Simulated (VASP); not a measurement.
# Ge2Sb2Te5 (P-3m1) in VASP: single point with PBE

Aim: the single point of Ge2Sb2Te5 with PBE.

Program: VASP 6.6.1. These are calculated values, not measurements. Logs are shortened: lines on timing, memory, paths and dates and some standing lists are left out, and cuts for length are marked.

### Step 1. The cell of the first run

The structure is trigonal, space group P-3m1 (No. 164). Conventional cell: a = 4.232 Å, b = 4.232 Å, c = 16.850 Å, α = 90.00°, β = 90.00°, γ = 120.00°. Within 3.9 Å of Ge (site symmetry 3m) lie 6 Te at 2.95 to 2.98 Å. Sb (site symmetry 3m) has 6 Te at 2.99 to 3.16 Å within 3.9 Å. Te (site symmetry -3m) has 6 Ge at 2.98 Å within 3.9 Å. Within 3.9 Å of Te (site symmetry 3m) lie 3 Ge at 2.95 Å and 3 Sb at 3.16 Å. Te (site symmetry 3m) has 3 Sb at 2.99 Å and 3 Te at 3.62 Å within 3.9 Å.

### Step 2. Single point, PBE

INCAR

```
SYSTEM = Ge2Sb2Te5
PREC = Accurate
ENCUT = 520
EDIFF = 1E-7
ISMEAR = 0
SIGMA = 0.05
LREAL = .FALSE.
LASPH = .TRUE.
NELM = 60
ALGO = Normal
ISIF = 2
LWAVE = .FALSE.
LCHARG = .TRUE.
GGA = PE
LELF = .TRUE.
LVHAR = .TRUE.
NBANDS = 44
```

KPOINTS

```
regular mesh
0
G
  10 10 2
  0 0 0
```

POSCAR

```
Ge2Sb2Te5
1.0
    4.2318496344      0.0000000000      0.0000000000
   -2.1159248172      3.6648892884      0.0000000000
    0.0000000000      0.0000000000     16.8495924964
Ge Sb Te
2 2 5
Direct
    0.3333333333      0.6666666667      0.8991738485
    0.6666666667      0.3333333333      0.1008261515
    0.0000000000      0.0000000000      0.6816482048
    0.0000000000      0.0000000000      0.3183517952
    0.0000000000      0.0000000000      0.0000000000
    0.6666666667      0.3333333333      0.8005631447
    0.3333333333      0.6666666667      0.1994368553
    0.3333333333      0.6666666667      0.5790719883
    0.6666666667      0.3333333333      0.4209280117
```

Potentials or basis: VASP PAW PBE potentials, release 64 (Ge_d, Sb, Te).

Run with:

```
$ cat potpaw_PBE.64/Ge_d/POTCAR potpaw_PBE.64/Sb/POTCAR potpaw_PBE.64/Te/POTCAR > POTCAR
$ mpirun -np 1 vasp_std > vasp.out
```

OUTCAR:

```text
SYSTEM = Ge2Sb2Te5
   PREC = Accurate
   ENCUT = 520
   EDIFF = 1E-7
   ISMEAR = 0
   LREAL = .FALSE.
   LASPH = .TRUE.
   NELM = 60
   ISIF = 2
   GGA = PE

 ion  position               nearest neighbor table
   1  0.333  0.667  0.899-   6 2.95   6 2.95   6 2.95   5 2.98   5 2.98   5 2.98
   2  0.667  0.333  0.101-   7 2.95   7 2.95   7 2.95   5 2.98   5 2.98   5 2.98
   3  0.000  0.000  0.682-   8 2.99   8 2.99   8 2.99   6 3.16   6 3.16   6 3.16
   4  0.000  0.000  0.318-   9 2.99   9 2.99   9 2.99   7 3.16   7 3.16   7 3.16
   5  0.000  0.000  0.000-   1 2.98   2 2.98   2 2.98   1 2.98   2 2.98   1 2.98
   6  0.667  0.333  0.801-   1 2.95   1 2.95   1 2.95   3 3.16   3 3.16   3 3.16
   7  0.333  0.667  0.199-   2 2.95   2 2.95   2 2.95   4 3.16   4 3.16   4 3.16
   8  0.333  0.667  0.579-   3 2.99   3 2.99   3 2.99   9 3.62   9 3.62   9 3.62
   9  0.667  0.333  0.421-   4 2.99   4 2.99   4 2.99   8 3.62   8 3.62   8 3.62

  LATTYP: Found a hexagonal cell.
 ALAT       =     4.2318496344
 C/A-ratio  =     3.9816141763

  Lattice vectors:

 A1 = (   4.2318496344,   0.0000000000,   0.0000000000)
 A2 = (  -2.1159248172,   3.6648892884,   0.0000000000)
 A3 = (   0.0000000000,   0.0000000000,  16.8495924964)

Analysis of symmetry for initial positions (statically):
=====================================================================
 Subroutine PRICEL returns:
 Original cell was already a primitive cell.

 Routine SETGRP: Setting up the symmetry group for a
 hexagonal supercell.

 Subroutine GETGRP returns: Found 12 space group operations
 (whereof 12 operations were pure point group operations)
 out of a pool of 24 trial point group operations.

The static configuration has the point symmetry D_3d.

Analysis of symmetry for dynamics (positions and initial velocities):
=====================================================================
 Subroutine PRICEL returns:
 Original cell was already a primitive cell.

 Routine SETGRP: Setting up the symmetry group for a
 hexagonal supercell.

 Subroutine GETGRP returns: Found 12 space group operations
 (whereof 12 operations were pure point group operations)
 out of a pool of 24 trial point group operations.

The dynamic configuration has the point symmetry D_3d.

 Subroutine INISYM returns: Found 12 space group operations
 (whereof 12 operations are pure point group operations),
 and found     1 'primitive' translations

----------------------------------------------------------------------------------------

                                     Primitive cell

  volume of cell :     261.3247

  direct lattice vectors                    reciprocal lattice vectors
     4.231849634  0.000000000  0.000000000     0.236303292  0.136429769  0.000000000
    -2.115924817  3.664889288  0.000000000     0.000000000  0.272859539  0.000000000
     0.000000000  0.000000000 16.849592496     0.000000000  0.000000000  0.059348616

  length of vectors
     4.231849634  4.231849634 16.849592496     0.272859539  0.272859539  0.059348616

  position of ions in fractional coordinates (direct lattice)
     0.333333333  0.666666667  0.899173848
     0.666666667  0.333333333  0.100826152
     0.000000000  0.000000000  0.681648205
     0.000000000  0.000000000  0.318351795
     0.000000000  0.000000000  0.000000000
     0.666666667  0.333333333  0.800563145
     0.333333333  0.666666667  0.199436855
     0.333333333  0.666666667  0.579071988
     0.666666667  0.333333333  0.420928012

  ion indices of the primitive-cell ions
   primitive index   ion index
                 1           1
                 2           2
                 3           3
                 4           4
                 5           5
                 6           6
                 7           7
                 8           8
                 9           9

----------------------------------------------------------------------------------------

 KPOINTS: regular mesh

Automatic generation of k-mesh.
 Grid dimensions read from file:
 generate k-points for:   10   10    2

 Generating k-lattice:

  Cartesian coordinates                     Fractional coordinates (reciprocal lattice)
     0.023630329  0.013642977  0.000000000     0.100000000 -0.000000000  0.000000000
     0.000000000  0.027285954  0.000000000     0.000000000  0.100000000  0.000000000
     0.000000000  0.000000000  0.029674308     0.000000000  0.000000000  0.500000000

  Length of vectors
     0.027285954  0.027285954  0.029674308

  Shift w.r.t. Gamma in fractional coordinates (k-lattice)
     0.000000000  0.000000000  0.000000000

 Subroutine IBZKPT returns following result:
 ===========================================

 Found     28 irreducible k-points:

 Following reciprocal coordinates:
            Coordinates               Weight
  0.000000  0.000000  0.000000      1.000000
  0.100000  0.000000  0.000000      6.000000
  0.200000  0.000000  0.000000      6.000000
  0.300000  0.000000  0.000000      6.000000
  0.400000 -0.000000  0.000000      6.000000
  0.500000 -0.000000  0.000000      3.000000
[... 16 lines left out ...]
  0.300000  0.100000  0.500000     12.000000
  0.400000  0.100000  0.500000     12.000000
 [... further k-points ...]
   k-points           NKPTS =     28   k-points in BZ     NKDIM =     28   number of bands    NBANDS=     44
   number of dos      NEDOS =    301   number of ions     NIONS =      9
   total plane-waves  NPLWV = 129024
   dimension x,y,z NGX =    32 NGY =   32 NGZ =  126
   dimension x,y,z NGXF=    64 NGYF=   64 NGZF=  252
   ions per type =               2   2   5
   NGX,Y,Z   is equivalent  to a cutoff of  12.57, 12.57, 12.43 a.u.
   NGXF,Y,Z  is equivalent  to a cutoff of  25.14, 25.14, 24.86 a.u.
 SYSTEM =  Ge2Sb2Te5
   PREC   = accura    normal or accurate (medium, high low for compatibility)
   ISTART =      0    job   : 0-new  1-cont  2-samecut
   ICHARG =      2    charge: 1-file 2-atom 10-const
   ISPIN  =      1    spin polarized calculation?
   LNONCOLLINEAR =      F non collinear calculations
   LSORBIT =      F    spin-orbit coupling
   LASPH  =      T    aspherical Exc in radial PAW
   ENCUT  =  520.0 eV  38.22 Ry    6.18 a.u.   7.87  7.87 31.33*2*pi/ulx,y,z
   NELM   =     60;   NELMIN=  2; NELMDL= -5     # of ELM steps
   EDIFF  = 0.1E-06   stopping-criterion for ELM
   LREAL  =      F    real-space projection
   EDIFFG = 0.1E-05   stopping-criterion for IOM
   NSW    =      0    number of steps for IOM
   IBRION =     -1    ionic relax: 0-MD 1-quasi-New 2-CG
   NFREE  =      0    steps in history (QN), initial steepest desc. (CG)
   ISIF   =      2    stress and relaxation
   ISYM   =      2    0-nonsym 1-usesym 2-fastsym
   POTIM  = 0.5000    time-step for ionic-motion
   TEBEG  =    0.0;   TEEND  =   0.0 temperature during run
   PSTRESS=    0.0 pullay stress
   NELECT =      68.0000    total number of electrons
   NUPDOWN=      -1.0000    fix difference up-down
   EMIN   =  10.00;   EMAX   =-10.00  energy-range for DOS
   EFERMI =   0.00;   METHOD = LEGACY
   ISMEAR =     0;   SIGMA  =   0.05  broadening in eV -4-tet -1-fermi 0-gaus
   EFERMI_NEDOS =   21; number of points for ismear=-14 and -15
   IALGO  =     38    algorithm
   IMIX   =      4    mixing-type and parameters
     AMIX     =   0.40;   BMIX     =  1.00
     AMIX_MAG =   1.60;   BMIX_MAG =  1.00
  volume/ion in A,a.u.               =      29.04       195.95
  Fermi-wavevector in a.u.,A,eV,Ry     =   1.045164  1.975073 14.862557  1.092367
  Thomas-Fermi vector in A             =   2.179948
   LORBIT       =      0    0 simple, 1 ext, 2 COOP (PROOUT), +10 PAW based schemes
   GGA     = PE    functional components
   LHFCALC =     F    Hartree Fock is set to
   AEXX    =    0.0000 exact exchange contribution
   IVDW    =     0    specifies the selected vdW correction
   LEPSILON=     F    determine dielectric tensor
   LRPA    =     F    only Hartree local field effects (RPA)
 non-spin polarized calculation
 Gauss-broadening in eV      SIGMA  =   0.05
  energy-cutoff  :      520.00
  volume of cell :      261.32
 maximum number of plane-waves:      7080
 NGX is ok and might be reduce to    32
   NGX = 15   NGY = 15   NGZ = 63

 number of electron      67.9999996 magnetization

 Free energy of the ion-electron system (eV)
  ---------------------------------------------------
  ext. energy  EPLUGINS =         0.00000000
  ---------------------------------------------------
  free energy    TOTEN  =       -33.87529691 eV

  energy without entropy =      -33.87517054  energy(sigma->0) =      -33.87523372

 E-fermi :   6.9123     XC(G=0):  -9.6237

 val. band max:        6.8653215508   @ k =   0.0000   0.0000   0.0000
 cond. band min:       6.9719415935   @ k =   0.0000   0.0000   0.0000
 fundamental gap:      0.1066200427
 Fermi energy:         6.9123343947

 k-point     1 :       0.0000    0.0000    0.0000
  band No.  band energies     occupation
      1     -18.1989      2.00000
      2     -18.1989      2.00000
      3     -18.1980      2.00000
      4     -18.1980      2.00000
      5     -18.1923      2.00000
      6     -18.1920      2.00000
[... 36 lines left out ...]
     43       8.4707      0.00000
     44       9.5414      0.00000

 k-point     2 :       0.1000    0.0000    0.0000
  band No.  band energies     occupation
      1     -18.1992      2.00000
      2     -18.1988      2.00000
      3     -18.1981      2.00000
      4     -18.1978      2.00000
      5     -18.1922      2.00000
      6     -18.1920      2.00000
[... 36 lines left out ...]
     43       8.8085      0.00000
     44       9.6692      0.00000

 k-point     3 :       0.2000    0.0000    0.0000
  band No.  band energies     occupation
      1     -18.2001      2.00000
      2     -18.1987      2.00000
      3     -18.1986      2.00000
      4     -18.1975      2.00000
      5     -18.1922      2.00000
      6     -18.1917      2.00000
[... 976 lines left out ...]
     43       9.9540      0.00000
     44      10.5252      0.00000

 k-point    24 :       0.4000    0.1000    0.5000
  band No.  band energies     occupation
      1     -18.2020      2.00000
      2     -18.2000      2.00000
      3     -18.1987      2.00000
      4     -18.1970      2.00000
      5     -18.1925      2.00000
      6     -18.1911      2.00000
[... 36 lines left out ...]
     43      10.2406      0.00000
     44      10.4974      0.00000

 [... further k-points ...]

------------------------ aborting loop because EDIFF is reached ----------------------------------------

  FORCE on cell =-STRESS in cart. coord.  units (eV):
  Direction    XX          YY          ZZ          XY          YZ          ZX
  --------------------------------------------------------------------------------------
  -------------------------------------------------------------------------------------
  Total        3.9619027      3.9619027      3.9936063     -0.0000000      0.0000000      0.0000000
  in kB       24.2903570     24.2903570     24.4847311     -0.0000000      0.0000000      0.0000000
  external PRESSURE =      24.3551484 kB  Pullay stress =       0.0000000 kB

 VOLUME and BASIS-vectors are now :
 -----------------------------------------------------------------------------
  energy-cutoff  :      520.00
  volume of cell :      261.32
      direct lattice vectors                 reciprocal lattice vectors
     4.231849634  0.000000000  0.000000000     0.236303292  0.136429769  0.000000000
    -2.115924817  3.664889288  0.000000000     0.000000000  0.272859539  0.000000000
     0.000000000  0.000000000 16.849592496     0.000000000  0.000000000  0.059348616

 POSITION                                       TOTAL-FORCE (eV/Angst)
 -----------------------------------------------------------------------------------
     -0.00000      2.44326     15.15071         0.000000      0.000000      0.004562
      2.11592      1.22163      1.69888         0.000000     -0.000000     -0.004562
      0.00000      0.00000     11.48549        -0.000000      0.000000      0.013634
      0.00000      0.00000      5.36410        -0.000000     -0.000000     -0.013634
      0.00000      0.00000      0.00000        -0.000000      0.000000      0.000000
      2.11592      1.22163     13.48916        -0.000000      0.000000     -0.008133
     -0.00000      2.44326      3.36043        -0.000000     -0.000000      0.008133
     -0.00000      2.44326      9.75713         0.000000      0.000000     -0.023682
      2.11592      1.22163      7.09247        -0.000000     -0.000000      0.023682
 -----------------------------------------------------------------------------------
    total drift:                               -0.000000      0.000000      0.000000

  FREE ENERGIE OF THE ION-ELECTRON SYSTEM (eV)
  ---------------------------------------------------
  free  energy   TOTEN  =       -33.8752969085 eV

  energy  without entropy=      -33.8751705389  energy(sigma->0) =      -33.87523372
```

Run time: 6.1 min. Hardware: 1 thread of Intel Xeon 6975P-C (Granite Rapids), shared host; peak memory 0.51 GiB.

What came out:

```yaml
Free_energy: -33.8753 eV
Pressure: 2.4 GPa
Largest_force: 0.024 eV/Å
Band_gap_on_the_k_mesh: 0.11 eV
```

Forces on the atoms (eV/Å):
```
Ge   0.000  0.000  0.005
Ge   0.000  0.000 -0.005
Sb   0.000  0.000  0.014
Sb   0.000  0.000 -0.014
Te   0.000  0.000  0.000
Te   0.000  0.000 -0.008
Te   0.000  0.000  0.008
Te   0.000  0.000 -0.024
Te   0.000  0.000  0.024
```

Levels at points of the mesh, in eV from the valence-band top:
```csv
k point,band 31,band 32,band 33,band 34,band 35,band 36,band 37,band 38
"(0.00, 0.00, 0.00)",-1.44,-1.16,-0.88,0.00,0.11,0.11,0.23,0.84
"(0.50, 0.00, 0.00)",-1.82,-1.76,-1.43,-0.90,0.26,0.90,0.90,1.15
"(0.00, 0.00, 0.50)",-1.58,-1.46,-0.73,-0.18,0.34,0.34,0.46,0.46
"(0.50, 0.00, 0.50)",-2.27,-2.03,-1.47,-0.62,0.23,0.38,1.49,1.52
```

Caveat: semilocal functionals underestimate gaps, and a narrow one can read as zero; spin-orbit coupling is left out, which moves the levels of the heavy elements.
